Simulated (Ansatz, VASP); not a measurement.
# Os in VASP and in Ansatz

INCAR

```
SYSTEM = Os
PREC = Accurate
ENCUT = 520
EDIFF = 1E-6
ISMEAR = 0
SIGMA = 0.1
LREAL = Auto
LASPH = .TRUE.
NELM = 60
ALGO = Normal
ISIF = 2
LWAVE = .FALSE.
LCHARG = .TRUE.
LDIPOL = .TRUE.
IDIPOL = 3
DIPOL = 0.5 0.5 0.426
GGA = PE
IVDW = 12
LELF = .TRUE.
LVHAR = .TRUE.
LVACPOTAV = .TRUE.
NBANDS = 78
```

The input KPOINTS:

```
regular mesh
0
G
  4 4 1
  0 0 0
```

File POSCAR:

```
Os
1.0
    5.4699229139      0.0000000000      0.0000000000
   -2.7349614569      4.7370922002      0.0000000000
    0.0000000000      0.0000000000     26.3805484393
Os
16
Direct
    0.3333333333      0.1666666667      0.3032537408
    0.3333333333      0.6666666667      0.3032537408
    0.8333333333      0.1666666667      0.3032537408
    0.8333333333      0.6666666667      0.3032537408
    0.1666666667      0.3333333333      0.3852617458
    0.1666666667      0.8333333333      0.3852617458
    0.6666666667      0.3333333333      0.3852617458
    0.6666666667      0.8333333333      0.3852617458
    0.3333722406      0.1668248946      0.4678630808
    0.3333252408      0.6664954378      0.4678274695
    0.8333265423      0.1666121417      0.4676880319
    0.8330709522      0.6664040601      0.4677959294
    0.1668554023      0.3338984269      0.5474398837
    0.1672054477      0.8333120867      0.5475007182
    0.6664914962      0.3325494436      0.5474412506
    0.6658763616      0.8331287980      0.5474010478
```

Input for Ansatz:

```yaml
crystal:
  lattice:
    - [5.4699229139, 0.0, 0.0]
    - [-2.7349614569, 4.7370922002, 0.0]
    - [0.0, 0.0, 26.3805484393]
  atoms:
    - { symbol: Os, position: [0.3333333333, 0.1666666667, 0.3032537408] }
    - { symbol: Os, position: [0.3333333333, 0.6666666667, 0.3032537408] }
    - { symbol: Os, position: [0.8333333333, 0.1666666667, 0.3032537408] }
    - { symbol: Os, position: [0.8333333333, 0.6666666667, 0.3032537408] }
    - { symbol: Os, position: [0.1666666667, 0.3333333333, 0.3852617458] }
    - { symbol: Os, position: [0.1666666667, 0.8333333333, 0.3852617458] }
    - { symbol: Os, position: [0.6666666667, 0.3333333333, 0.3852617458] }
    - { symbol: Os, position: [0.6666666667, 0.8333333333, 0.3852617458] }
    - { symbol: Os, position: [0.3333722406, 0.1668248946, 0.4678630808] }
    - { symbol: Os, position: [0.3333252408, 0.6664954378, 0.4678274695] }
    - { symbol: Os, position: [0.8333265423, 0.1666121417, 0.4676880319] }
    - { symbol: Os, position: [0.8330709522, 0.6664040601, 0.4677959294] }
    - { symbol: Os, position: [0.1668554023, 0.3338984269, 0.5474398837] }
    - { symbol: Os, position: [0.1672054477, 0.8333120867, 0.5475007182] }
    - { symbol: Os, position: [0.6664914962, 0.3325494436, 0.5474412506] }
    - { symbol: Os, position: [0.6658763616, 0.833128798, 0.5474010478] }
basis:
  ecutwfc: 420
kpoints:
  mp_grid: { grid: [4, 4, 1] }
hamiltonian:
  xc: pbe
  dispersion: d3bj
scf:
  occupations: { method: gaussian, width: 0.1 }
output:
  forces: true
  eigenvalues: true
  write_density: true
  volumetric_format: npy
efield:
  axis: 3
  dipole_correction: true
  ramp_width: 0.04
```

Alike in both runs: task single point; functional PBE; dispersion D3(BJ); k mesh 4 × 4 × 1; occupations gaussian, width 0.1 eV; no spin polarisation.

|  | VASP | Ansatz |
| --- | --- | --- |
| version | VASP 6.6.1 | Ansatz 0.2.0 |
| potentials or method | VASP PAW PBE potentials, release 64 (Os), cutoff 520 eV | scalar-relativistic, plane waves, PAW |
| valence electrons in the cell | 128 | 256 |

VASP gave:

* gap on the k mesh at the Fermi level (eV): none
* rms of the force components (eV/Å): 0.297
* work function, face that differs most (eV): 5.36

Q: Which values does Ansatz return?

A: gap on the k mesh at the Fermi level (eV): none; rms of the force components (eV/Å): 0.291; work function, face that differs most (eV): 5.35.

Atom by atom the forces differ by 0.008 eV/Å (rms over components). A gap of «none» marks a metal or a gap that the smearing closes. VASP's potentials hold 128 valence electrons a cell and Ansatz's 256, so a difference there can come from the potentials and not from the codes.

Neither program's run includes spin-orbit coupling.
